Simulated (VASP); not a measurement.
# CdSe (R3m) in VASP: notebook

The runs below take CdSe through single point, with PBE.

Program: VASP 6.6.1. These are calculated values, not measurements. Logs are shortened: lines on timing, memory, paths and dates and some standing lists are left out, and cuts for length are marked.

### 1 The cell of the first run

It takes space group R3m (No. 160, trigonal). Conventional cell: a = 4.324 Å, b = 4.324 Å, c = 11.025 Å, α = 90.00°, β = 90.00°, γ = 120.00°. Cd (site symmetry 3m) has 4 Se at 2.66 to 2.76 Å within 3.5 Å. Within 3.5 Å of Se (site symmetry 3m) lie 4 Cd at 2.66 to 2.76 Å.

### 2 Single point, PBE

INCAR

```
SYSTEM = CdSe
  PREC = Accurate
  ENCUT = 520
  EDIFF = 1E-6
  ISMEAR = 0
  SIGMA = 0.05
  LREAL = .False.
  LASPH = .True.
  NELM = 100
  ALGO = Normal
  ISIF = 2
  LWAVE = .False.
  LCHARG = .True.
  GGA = PE
  LELF = .True.
  LVHAR = .True.
  NBANDS = 16
```

KPOINTS

```
regular mesh
0
Gamma
  10 10 10
  0 0 0
```

POSCAR

```
CdSe
1.0
    0.0000000000      3.0571914116      3.0571914116
    3.0571914116      0.0000000000      3.0571914116
    3.1407546436      3.1407546436     -0.0835632319
Cd Se
1 1
Direct
    0.0000000000      0.0000000000      0.0000000000
    0.7500000000      0.7500000000      0.7500000000
```

Potentials or basis: VASP PAW PBE potentials, release 64 (Cd, Se).

Launch:

```console
cat potpaw_PBE.64/Cd/POTCAR potpaw_PBE.64/Se/POTCAR > POTCAR
mpirun -np 1 vasp_std > vasp.out
```

OUTCAR:

```text
SYSTEM = CdSe
   PREC = Accurate
   ENCUT = 520
   EDIFF = 1E-6
   ISMEAR = 0
   LREAL = .False.
   LASPH = .True.
   NELM = 100
   ISIF = 2
   GGA = PE

 ion  position               nearest neighbor table
   1  0.000  0.000  0.000-   2 2.66   2 2.66   2 2.66   2 2.76
   2  0.750  0.750  0.750-   1 2.66   1 2.66   1 2.66   1 2.76

  LATTYP: Found a trigonal (rhomboedric) cell.
 ALAT       =     4.4424837958
 COS(alpha) =     0.5264197777

  Lattice vectors:

 A1 = (   3.1407546436,   0.0835632320,  -3.1407546435)
 A2 = (   0.0835632320,   3.1407546436,  -3.1407546435)
 A3 = (   3.1407546436,   3.1407546436,  -0.0835632319)

Analysis of symmetry for initial positions (statically):
=====================================================================
 Subroutine PRICEL returns:
 Original cell was already a primitive cell.

 Routine SETGRP: Setting up the symmetry group for a
 trigonal (rhombohedral) supercell.

 Subroutine GETGRP returns: Found  6 space group operations
 (whereof  6 operations were pure point group operations)
 out of a pool of 12 trial point group operations.

The static configuration has the point symmetry C_3v.

Analysis of symmetry for dynamics (positions and initial velocities):
=====================================================================
 Subroutine PRICEL returns:
 Original cell was already a primitive cell.

 Routine SETGRP: Setting up the symmetry group for a
 trigonal (rhombohedral) supercell.

 Subroutine GETGRP returns: Found  6 space group operations
 (whereof  6 operations were pure point group operations)
 out of a pool of 12 trial point group operations.

The dynamic configuration has the point symmetry C_3v.

 Subroutine INISYM returns: Found  6 space group operations
 (whereof  6 operations are pure point group operations),
 and found     1 'primitive' translations

----------------------------------------------------------------------------------------

                                     Primitive cell

  volume of cell :      59.4906

  direct lattice vectors                    reciprocal lattice vectors
     0.000000000  3.057191412  3.057191412    -0.161401670  0.165695939  0.161401670
     3.057191412  0.000000000  3.057191412     0.165695939 -0.161401670  0.161401670
     3.140754644  3.140754644 -0.083563232     0.157107401  0.157107401 -0.157107401
[... 76 lines left out ...]
   ISTART =      0    job   : 0-new  1-cont  2-samecut
   ICHARG =      2    charge: 1-file 2-atom 10-const
   ISPIN  =      1    spin polarized calculation?
   LNONCOLLINEAR =      F non collinear calculations
   LSORBIT =      F    spin-orbit coupling
   LASPH  =      T    aspherical Exc in radial PAW
   ENCUT  =  520.0 eV  38.22 Ry    6.18 a.u.   8.04  8.04  8.26*2*pi/ulx,y,z
   NELM   =    100;   NELMIN=  2; NELMDL= -5     # of ELM steps
   EDIFF  = 0.1E-05   stopping-criterion for ELM
   LREAL  =      F    real-space projection
   EDIFFG = 0.1E-04   stopping-criterion for IOM
   NSW    =      0    number of steps for IOM
   IBRION =     -1    ionic relax: 0-MD 1-quasi-New 2-CG
   NFREE  =      0    steps in history (QN), initial steepest desc. (CG)
   ISIF   =      2    stress and relaxation
   ISYM   =      2    0-nonsym 1-usesym 2-fastsym
   POTIM  = 0.5000    time-step for ionic-motion
   TEBEG  =    0.0;   TEEND  =   0.0 temperature during run
   PSTRESS=    0.0 pullay stress
   NELECT =      18.0000    total number of electrons
   NUPDOWN=      -1.0000    fix difference up-down
   EMIN   =  10.00;   EMAX   =-10.00  energy-range for DOS
   EFERMI =   0.00;   METHOD = LEGACY
   ISMEAR =     0;   SIGMA  =   0.05  broadening in eV -4-tet -1-fermi 0-gaus
   EFERMI_NEDOS =   21; number of points for ismear=-14 and -15
   IALGO  =     38    algorithm
   IMIX   =      4    mixing-type and parameters
     AMIX     =   0.40;   BMIX     =  1.00
     AMIX_MAG =   1.60;   BMIX_MAG =  1.00
  volume/ion in A,a.u.               =      29.75       200.73
  Fermi-wavevector in a.u.,A,eV,Ry     =   1.099047  2.076897 16.434525  1.207904
  Thomas-Fermi vector in A             =   2.235435
   LORBIT       =      0    0 simple, 1 ext, 2 COOP (PROOUT), +10 PAW based schemes
   GGA     = PE    functional components
   LHFCALC =     F    Hartree Fock is set to
   AEXX    =    0.0000 exact exchange contribution
   IVDW    =     0    specifies the selected vdW correction
   LEPSILON=     F    determine dielectric tensor
   LRPA    =     F    only Hartree local field effects (RPA)
 non-spin polarized calculation
 Gauss-broadening in eV      SIGMA  =   0.05
  energy-cutoff  :      520.00
  volume of cell :       59.49
 maximum number of plane-waves:      1615
   NGX = 17   NGY = 17   NGZ = 17

 number of electron      18.0000004 magnetization

 Free energy of the ion-electron system (eV)
  ---------------------------------------------------
  ext. energy  EPLUGINS =         0.00000000
  ---------------------------------------------------
  free energy    TOTEN  =        -5.48517761 eV

  energy without entropy =       -5.48517761  energy(sigma->0) =       -5.48517761

 E-fermi :   0.7839     XC(G=0):  -8.6336

 val. band max:        0.5525988064   @ k =   0.0000   0.0000   0.0000
 cond. band min:       1.0197459849   @ k =   0.0000   0.0000   0.0000
 fundamental gap:      0.4671471784
 Fermi energy:         0.7839273949

 k-point     1 :       0.0000    0.0000    0.0000
  band No.  band energies     occupation
      1     -11.7874      2.00000
      2      -7.2641      2.00000
      3      -7.2641      2.00000
      4      -7.2292      2.00000
      5      -6.9341      2.00000
      6      -6.9341      2.00000
[... 433 lines left out ...]
      3      -7.0685      2.00000
      4      -7.0459      2.00000
      5      -6.8970      2.00000
      6      -6.7810      2.00000
[... 8 lines left out ...]
     15      12.5550      0.00000
     16      13.8339      0.00000

 [... further k-points ...]
[... 5 lines left out ...]
  --------------------------------------------------------------------------------------
  -------------------------------------------------------------------------------------
  Total        0.1326838      0.1326838      0.1326838     -0.3591713      0.3591713      0.3591713
  in kB        3.5733866      3.5733866      3.5733866     -9.6730526      9.6730526      9.6730526
  external PRESSURE =       3.5733866 kB  Pullay stress =       0.0000000 kB

 VOLUME and BASIS-vectors are now :
 -----------------------------------------------------------------------------
  energy-cutoff  :      520.00
  volume of cell :       59.49
      direct lattice vectors                 reciprocal lattice vectors
     0.000000000  3.057191412  3.057191412    -0.161401670  0.165695939  0.161401670
     3.057191412  0.000000000  3.057191412     0.165695939 -0.161401670  0.161401670
     3.140754644  3.140754644 -0.083563232     0.157107401  0.157107401 -0.157107401

 POSITION                                       TOTAL-FORCE (eV/Angst)
 -----------------------------------------------------------------------------------
      0.00000      0.00000      0.00000         0.117468      0.117468     -0.117468
      4.64846      4.64846      4.52311        -0.117468     -0.117468      0.117468
 -----------------------------------------------------------------------------------
    total drift:                                0.000153      0.000153     -0.000151

  FREE ENERGIE OF THE ION-ELECTRON SYSTEM (eV)
  ---------------------------------------------------
  free  energy   TOTEN  =        -5.4851776124 eV

  energy  without entropy=       -5.4851776124  energy(sigma->0) =       -5.48517761
```

stdout:

```text
POSCAR found type information on POSCAR CdSe
 POSCAR found :  2 types and       2 ions
 scaLAPACK will be used
 LDA part: xc-table for (Slater+PW92), standard interpolation
 POSCAR, INCAR and KPOINTS ok, starting setup
 FFT: planning ... GRIDC
 FFT: planning ... GRID_SOFT
 FFT: planning ... GRID
 WAVECAR not read
 entering main loop
```

Run time: 33 s. Hardware: 1 thread of Intel Xeon 6975P-C (Granite Rapids), shared host; peak memory 0.26 GiB.

What came out:

```yaml
Free_energy: -5.4852 eV
Pressure: 0.4 GPa
Largest_force: 0.203 eV/Å
Band_gap_on_the_k_mesh: 0.47 eV, direct
```

Forces on the atoms (eV/Å):
```
Cd   0.117  0.117 -0.117
Se  -0.117 -0.117  0.117
```

### 3 Single point, PBE

This run uses another cell than the first one, of the same volume but with other edges.

INCAR

```
PREC = Accurate
ENCUT = 520
EDIFF = 1E-6
ISMEAR = 0
SIGMA = 0.05
LREAL = False
LASPH = True
NELM = 80
ALGO = Normal
ISIF = 2
LWAVE = False
LCHARG = False
GGA = PE
NBANDS = 16
```

KPOINTS

```
regular mesh
0
Gamma
  10 10 10
```

POSCAR

```
CdSe
1.0
    0.0000000000      3.1402099109      3.1402099109
    3.1402099109      0.0000000000      3.1402099109
    3.0577270639      3.0577270639      0.0824828470
Cd Se
1 1
Direct
    0.0000000000      0.0000000000      0.0000000000
    0.7500000000      0.7500000000      0.7500000000
```

Potentials or basis: VASP PAW PBE potentials, release 64 (Cd, Se).

Launch:

```console
cat potpaw_PBE.64/Cd/POTCAR potpaw_PBE.64/Se/POTCAR > POTCAR
mpirun -np 1 vasp_std > vasp.out
```

Run time: 37 s. Hardware: 1 thread of Intel Xeon 6975P-C (Granite Rapids), shared host; peak memory 0.27 GiB.

Results (log left out):

```
Free energy            : -5.4837 eV
Pressure               : 0.4 GPa
Largest force          : 0.281 eV/Å
Band gap on the k mesh : 0.47 eV, direct
```

Forces in eV/Å, atoms in the order of the input:
```
Cd  -0.162 -0.162  0.162
Se   0.162  0.162 -0.162
```

Stress tensor (GPa, compression positive):
```
 0.37  1.11 -1.11
 1.11  0.37 -1.11
-1.11 -1.11  0.37
```

Levels at points of the mesh, in eV from the valence-band top:
```
           k point  band 7  band 8  band 9  band 10  band 11  band 12
(0.00, 0.00, 0.00)   -0.07   -0.07    0.00     0.47     5.74     5.74
(0.50, 0.00, 0.00)   -4.10   -0.67   -0.66     2.33     6.29     6.59
(0.50, 0.50, 0.00)   -3.87   -1.80   -1.61     3.17     3.70     8.75
(0.00, 0.00, 0.50)   -4.13   -0.83   -0.83     2.15     6.24     6.24
```

(Continued in part 2 of 3.)
